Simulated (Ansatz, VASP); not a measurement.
## One calculation of Mg2BeS3, two programs

```xyz
6
Lattice="3.5342 0.0000 0.0000 0.0000 3.5504 0.0000 0.0000 0.0000 11.7213" Properties=species:S:1:pos:R:3 pbc="T T T"
Mg    1.7671    0.0000    1.1074
Mg    0.0000    0.0000    6.0292
Be    1.7671    1.7752    7.3719
S     0.0000    1.7752    1.1854
S     0.0000    1.7752    8.2837
S     1.7671    1.7752    5.3256
```

Change from the starting cell: species swapped into the Nd2In3Ni type (Pmm2, No. 25).

Alike in both runs: task relaxation of cell and atoms; functional PBE; k mesh 10 × 10 × 4; occupations gaussian, width 0.02 eV; no spin polarisation.

|  | VASP | Ansatz |
| --- | --- | --- |
| version | VASP 6.6.1 | Ansatz 0.2.0 |
| potentials or method | VASP PAW PBE potentials, release 64 (Mg, Be, S), cutoff 600 eV | scalar-relativistic, plane waves, PAW |
| valence electrons in the cell | 24 | 40 |

```tsv
	VASP	Ansatz	Ansatz less VASP
gap on the k mesh at the Fermi level, each at its own relaxed structure (eV)	0.44	0.42	-0.013
relaxed volume (Å³/atom)	25.15	25.51	+0.360
relaxed length of the cell vector where the two differ most in proportion (Å)	12.055	12.208	+0.1533
```

VASP's potentials hold 24 valence electrons a cell and Ansatz's 40, so a difference there can come from the potentials and not from the codes.
